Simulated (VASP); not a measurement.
# Eu (Fm-3m) in VASP: single point with PBE

Aim: the single point of Eu with PBE.

Everything below comes from runs of VASP 6.6.1. Logs are shortened: lines on timing, memory, paths and dates and some standing lists are left out, and cuts for length are marked.

### Step 1. The cell of the first run

Symmetry: Fm-3m, No. 225, cubic system. Conventional cell: a = 5.579 Å, b = 5.579 Å, c = 5.579 Å, α = 90.00°, β = 90.00°, γ = 90.00°. Eu (site symmetry m-3m) has 12 Eu at 3.94 Å within 5.2 Å.

### Step 2. Single point, PBE, collinear spin, ferromagnetic start

File INCAR:

```
SYSTEM = Eu
ALGO     = Normal         ! electronic algorithm
EDIFF    = 1E-7           ! SCF threshold, eV
ENCUT    = 520            ! plane-wave cutoff, eV
GGA      = PE             ! functional
ISIF     = 2              ! what is computed and relaxed
ISMEAR   = -1             ! smearing method
ISPIN    = 2              ! spin polarisation
LASPH    = .TRUE.         ! aspherical terms in the spheres
LCHARG   = .TRUE.         ! write CHGCAR
LELF     = .TRUE.         ! ELF
LMAXMIX  = 6              ! l up to which the mixer works
LORBIT   = 11             ! projections on sites
LREAL    = .FALSE.        ! projectors in reciprocal space
LVHAR    = .TRUE.       
LWAVE    = .FALSE.        ! write WAVECAR
MAGMOM   = 9.1            ! initial moments
NBANDS   = 18             ! bands
NELM     = 150            ! most SCF steps
PREC     = Accurate       ! precision mode
SIGMA    = 0.15           ! smearing width, eV
```

File KPOINTS:

```
k-points
0
G
  7 7 7
  0 0 0
```

File POSCAR:

```
Eu
1.0
    0.0000000000      2.7893030000      2.7893030000
    2.7893030000      0.0000000000      2.7893030000
    2.7893030000      2.7893030000      0.0000000000
Eu
1
Direct
    0.0000000000      0.0000000000      0.0000000000
```

Potentials or basis: VASP PAW PBE potentials, release 64 (Eu).

On the command line:

```console
$ cat potpaw_PBE.64/Eu/POTCAR > POTCAR
$ mpirun -np 1 vasp_std > vasp.out
```

OUTCAR:

```text
SYSTEM = Eu
   EDIFF = 1E-7
   ENCUT = 520
   GGA = PE
   ISIF = 2
   ISMEAR = -1
   ISPIN = 2
   LASPH = .TRUE.
   LORBIT = 11
   LREAL = .FALSE.
   NELM = 150
   PREC = Accurate

 ion  position               nearest neighbor table
   1  0.000  0.000  0.000-

  LATTYP: Found a face centered cubic cell.
 ALAT       =     5.5786060000

  Lattice vectors:

 A1 = (   0.0000000000,   2.7893030000,   2.7893030000)
 A2 = (   2.7893030000,   0.0000000000,   2.7893030000)
 A3 = (   2.7893030000,   2.7893030000,   0.0000000000)

Analysis of symmetry for initial positions (statically):
=====================================================================
 Subroutine PRICEL returns:
 Original cell was already a primitive cell.

 Routine SETGRP: Setting up the symmetry group for a
 face centered cubic supercell.

 Subroutine GETGRP returns: Found 48 space group operations
 (whereof 48 operations were pure point group operations)
 out of a pool of 48 trial point group operations.

The static configuration has the point symmetry O_h .

Analysis of symmetry for dynamics (positions and initial velocities):
=====================================================================
 Subroutine PRICEL returns:
 Original cell was already a primitive cell.

 Routine SETGRP: Setting up the symmetry group for a
 face centered cubic supercell.

 Subroutine GETGRP returns: Found 48 space group operations
 (whereof 48 operations were pure point group operations)
 out of a pool of 48 trial point group operations.

The dynamic configuration has the point symmetry O_h .

Analysis of structural, dynamic, and magnetic symmetry:
=====================================================================
 Subroutine PRICEL returns:
 Original cell was already a primitive cell.

 Routine SETGRP: Setting up the symmetry group for a
 face centered cubic supercell.

 Subroutine GETGRP returns: Found 48 space group operations
 (whereof 48 operations were pure point group operations)
 out of a pool of 48 trial point group operations.

The overall configuration has the point symmetry O_h .

 Subroutine INISYM returns: Found 48 space group operations
 (whereof 48 operations are pure point group operations),
 and found     1 'primitive' translations

----------------------------------------------------------------------------------------

                                     Primitive cell

  volume of cell :      43.4027

  direct lattice vectors                    reciprocal lattice vectors
     0.000000000  2.789303000  2.789303000    -0.179256251  0.179256251  0.179256251
     2.789303000  0.000000000  2.789303000     0.179256251 -0.179256251  0.179256251
     2.789303000  2.789303000  0.000000000     0.179256251  0.179256251 -0.179256251

  length of vectors
     3.944670132  3.944670132  3.944670132     0.310480935  0.310480935  0.310480935

  position of ions in fractional coordinates (direct lattice)
     0.000000000  0.000000000  0.000000000

  ion indices of the primitive-cell ions
   primitive index   ion index
                 1           1

----------------------------------------------------------------------------------------

 KPOINTS: k-points

Automatic generation of k-mesh.
 Grid dimensions read from file:
 generate k-points for:    7    7    7

 Generating k-lattice:

  Cartesian coordinates                     Fractional coordinates (reciprocal lattice)
    -0.025608036  0.025608036  0.025608036     0.142857143  0.000000000  0.000000000
     0.025608036 -0.025608036  0.025608036     0.000000000  0.142857143  0.000000000
     0.025608036  0.025608036 -0.025608036     0.000000000  0.000000000  0.142857143

  Length of vectors
     0.044354419  0.044354419  0.044354419

  Shift w.r.t. Gamma in fractional coordinates (k-lattice)
     0.000000000  0.000000000  0.000000000

 Subroutine IBZKPT returns following result:
 ===========================================

 Found     20 irreducible k-points:

 Following reciprocal coordinates:
            Coordinates               Weight
  0.000000  0.000000  0.000000      1.000000
  0.142857  0.000000  0.000000      8.000000
  0.285714  0.000000  0.000000      8.000000
  0.428571  0.000000  0.000000      8.000000
  0.142857  0.142857  0.000000      6.000000
  0.285714  0.142857  0.000000     24.000000
[... 12 lines left out ...]
 -0.428571  0.428571  0.142857     24.000000
 -0.285714  0.428571  0.142857     24.000000
   k-points           NKPTS =     20   k-points in BZ     NKDIM =     20   number of bands    NBANDS=     18
   number of dos      NEDOS =    301   number of ions     NIONS =      1
   total plane-waves  NPLWV =  27000
   dimension x,y,z NGX =    30 NGY =   30 NGZ =   30
   dimension x,y,z NGXF=    60 NGYF=   60 NGZF=   60
   ions per type =               1
   NGX,Y,Z   is equivalent  to a cutoff of  12.64, 12.64, 12.64 a.u.
   NGXF,Y,Z  is equivalent  to a cutoff of  25.29, 25.29, 25.29 a.u.
 SYSTEM =  Eu
   PREC   = accura    normal or accurate (medium, high low for compatibility)
   ISTART =      0    job   : 0-new  1-cont  2-samecut
   ICHARG =      2    charge: 1-file 2-atom 10-const
   ISPIN  =      2    spin polarized calculation?
   LNONCOLLINEAR =      F non collinear calculations
   LSORBIT =      F    spin-orbit coupling
   LASPH  =      T    aspherical Exc in radial PAW
   ENCUT  =  520.0 eV  38.22 Ry    6.18 a.u.   7.33  7.33  7.33*2*pi/ulx,y,z
   NELM   =    150;   NELMIN=  2; NELMDL= -5     # of ELM steps
   EDIFF  = 0.1E-06   stopping-criterion for ELM
   LREAL  =      F    real-space projection
   EDIFFG = 0.1E-05   stopping-criterion for IOM
   NSW    =      0    number of steps for IOM
   IBRION =     -1    ionic relax: 0-MD 1-quasi-New 2-CG
   NFREE  =      0    steps in history (QN), initial steepest desc. (CG)
   ISIF   =      2    stress and relaxation
   ISYM   =      2    0-nonsym 1-usesym 2-fastsym
   POTIM  = 0.5000    time-step for ionic-motion
   TEBEG  =    0.0;   TEEND  =   0.0 temperature during run
   PSTRESS=    0.0 pullay stress
   NELECT =      17.0000    total number of electrons
   NUPDOWN=      -1.0000    fix difference up-down
   EMIN   =  10.00;   EMAX   =-10.00  energy-range for DOS
   EFERMI =   0.00;   METHOD = LEGACY
   ISMEAR =    -1;   SIGMA  =   0.15  broadening in eV -4-tet -1-fermi 0-gaus
   EFERMI_NEDOS =   21; number of points for ismear=-14 and -15
   IALGO  =     38    algorithm
   IMIX   =      4    mixing-type and parameters
     AMIX     =   0.40;   BMIX     =  1.00
     AMIX_MAG =   1.60;   BMIX_MAG =  1.00
  volume/ion in A,a.u.               =      43.40       292.90
  Fermi-wavevector in a.u.,A,eV,Ry     =   1.197803  2.263520 19.520719  1.434732
  Thomas-Fermi vector in A             =   2.333709
   LORBIT       =     11    0 simple, 1 ext, 2 COOP (PROOUT), +10 PAW based schemes
   GGA     = PE    functional components
   LHFCALC =     F    Hartree Fock is set to
   AEXX    =    0.0000 exact exchange contribution
   IVDW    =     0    specifies the selected vdW correction
   LEPSILON=     F    determine dielectric tensor
   LRPA    =     F    only Hartree local field effects (RPA)
 spin polarized calculation
  energy-cutoff  :      520.00
  volume of cell :       43.40
 maximum number of plane-waves:      1211
 NGX is ok and might be reduce to    30
   NGX = 15   NGY = 15   NGZ = 15

 number of electron      17.0000004 magnetization       7.4476736

 Free energy of the ion-electron system (eV)
  ---------------------------------------------------
  ext. energy  EPLUGINS =         0.00000000
  ---------------------------------------------------
  free energy    TOTEN  =       -11.53817378 eV

  energy without entropy =      -11.34566486  energy(sigma->0) =      -11.44191932

 E-fermi :   1.9443     XC(G=0):  -8.7000

 val. band max:        1.9198484952   @ k =  -0.2857   0.2857   0.0000
 cond. band min:       1.9579196692   @ k =  -0.4286   0.2857   0.1429
 fundamental gap:      0.0380711741
 Fermi energy:         1.9442904606

 spin component 1

 k-point     1 :       0.0000    0.0000    0.0000
  band No.  band energies     occupation
      1     -39.7994      1.00000
      2     -18.3559      1.00000
      3     -18.3559      1.00000
      4     -18.3559      1.00000
      5      -2.4224      1.00000
      6       1.1862      0.99366
[... 10 lines left out ...]
     17       5.5257      0.00000
     18      10.0435      0.00000

 k-point     2 :       0.1429    0.0000    0.0000
  band No.  band energies     occupation
      1     -39.7943      1.00000
      2     -18.4334      1.00000
      3     -18.3661      1.00000
      4     -18.3661      1.00000
      5      -2.0018      1.00000
      6       1.1881      0.99358
[... 10 lines left out ...]
     17       5.3661      0.00000
     18      10.7804      0.00000

 k-point     3 :       0.2857    0.0000    0.0000
  band No.  band energies     occupation
      1     -39.7826      1.00000
      2     -18.6023      1.00000
      3     -18.3888      1.00000
      4     -18.3888      1.00000
      5      -0.9496      1.00000
      6       1.2084      0.99265
[... 328 lines left out ...]
 k-point    19 :      -0.4286    0.4286    0.1429
  band No.  band energies     occupation
      1     -39.7642      1.00000
      2     -18.6801      1.00000
      3     -18.5355      1.00000
      4     -18.4902      1.00000
      5       0.8623      0.99926
      6       1.2606      0.98963
[... 10 lines left out ...]
     17       7.5789      0.00000
     18       8.5008      0.00000

 k-point    20 :      -0.2857    0.4286    0.1429
  band No.  band energies     occupation
      1     -39.7634      1.00000
      2     -18.6310      1.00000
      3     -18.6069      1.00000
      4     -18.4838      1.00000
      5       1.1456      0.99515
      6       1.2334      0.99133
[... 10 lines left out ...]
     17       7.3125      0.00000
     18       8.8829      0.00000
 Fermi energy:         1.9442904606

 spin component 2

 k-point     1 :       0.0000    0.0000    0.0000
  band No.  band energies     occupation
      1     -36.6577      1.00000
      2     -16.0028      1.00000
      3     -16.0028      1.00000
      4     -16.0028      1.00000
      5      -1.5030      1.00000
      6       4.8028      0.00000
[... 10 lines left out ...]
     17       6.7098      0.00000
     18      11.6002      0.00000

 k-point     2 :       0.1429    0.0000    0.0000
  band No.  band energies     occupation
      1     -36.6510      1.00000
      2     -16.1002      1.00000
      3     -16.0151      1.00000
      4     -16.0151      1.00000
      5      -1.0647      1.00000
      6       4.2170      0.00000
[... 10 lines left out ...]
     17       6.7246      0.00000
     18      12.0186      0.00000

 k-point     3 :       0.2857    0.0000    0.0000
  band No.  band energies     occupation
      1     -36.6358      1.00000
      2     -16.3106      1.00000
      3     -16.0426      1.00000
      4     -16.0426      1.00000
      5       0.0220      1.00000
      6       3.5176      0.00003
[... 328 lines left out ...]
 k-point    19 :      -0.4286    0.4286    0.1429
  band No.  band energies     occupation
      1     -36.6120      1.00000
      2     -16.4038      1.00000
      3     -16.2244      1.00000
      4     -16.1685      1.00000
      5       1.7621      0.77109
      6       2.7537      0.00451
[... 10 lines left out ...]
     17       8.9561      0.00000
     18       9.8250      0.00000

 k-point    20 :      -0.2857    0.4286    0.1429
  band No.  band energies     occupation
      1     -36.6110      1.00000
      2     -16.3428      1.00000
      3     -16.3137      1.00000
      4     -16.1605      1.00000
      5       2.2659      0.10487
      6       2.8764      0.00200
[... 10 lines left out ...]
     17       8.6852      0.00000
     18      10.2597      0.00000

------------------------ aborting loop because EDIFF is reached ----------------------------------------

  FORCE on cell =-STRESS in cart. coord.  units (eV):
  Direction    XX          YY          ZZ          XY          YZ          ZX
  --------------------------------------------------------------------------------------
  -------------------------------------------------------------------------------------
  Total       -0.2084617     -0.2084617     -0.2084617     -0.0000000     -0.0000000      0.0000000
  in kB       -7.6951987     -7.6951987     -7.6951987     -0.0000000     -0.0000000      0.0000000
  external PRESSURE =      -7.6951987 kB  Pullay stress =       0.0000000 kB

 VOLUME and BASIS-vectors are now :
 -----------------------------------------------------------------------------
  energy-cutoff  :      520.00
  volume of cell :       43.40
      direct lattice vectors                 reciprocal lattice vectors
     0.000000000  2.789303000  2.789303000    -0.179256251  0.179256251  0.179256251
     2.789303000  0.000000000  2.789303000     0.179256251 -0.179256251  0.179256251
     2.789303000  2.789303000  0.000000000     0.179256251  0.179256251 -0.179256251

 POSITION                                       TOTAL-FORCE (eV/Angst)
 -----------------------------------------------------------------------------------
      0.00000      0.00000      0.00000         0.000000     -0.000000     -0.000000
 -----------------------------------------------------------------------------------
    total drift:                               -0.000000     -0.000000     -0.000000

  FREE ENERGIE OF THE ION-ELECTRON SYSTEM (eV)
  ---------------------------------------------------
  free  energy   TOTEN  =       -11.5381737820 eV

  energy  without entropy=      -11.3456648633  energy(sigma->0) =      -11.44191932

 total charge

# of ion       s       p       d       f       tot
--------------------------------------------------
    1        2.082   5.707   0.314   6.607  14.711

 magnetization (x)

# of ion       s       p       d       f       tot
--------------------------------------------------
    1       -0.001  -0.089   0.180   6.605   6.696
```

Wall time 51 s (1 thread of AMD EPYC 7R13 (Zen 3), shared host); peak memory 0.18 GiB.

What came out:

```
Free energy                                           : -11.5382 eV
Pressure                                              : -0.8 GPa
Net moment                                            : 7.45 μB per cell
Site moments                                          : Eu +6.70 μB
Valence electrons inside the program's atomic spheres : Eu 14.71
```

Caveat: spin-orbit coupling is left out, which moves the levels of the heavy elements.
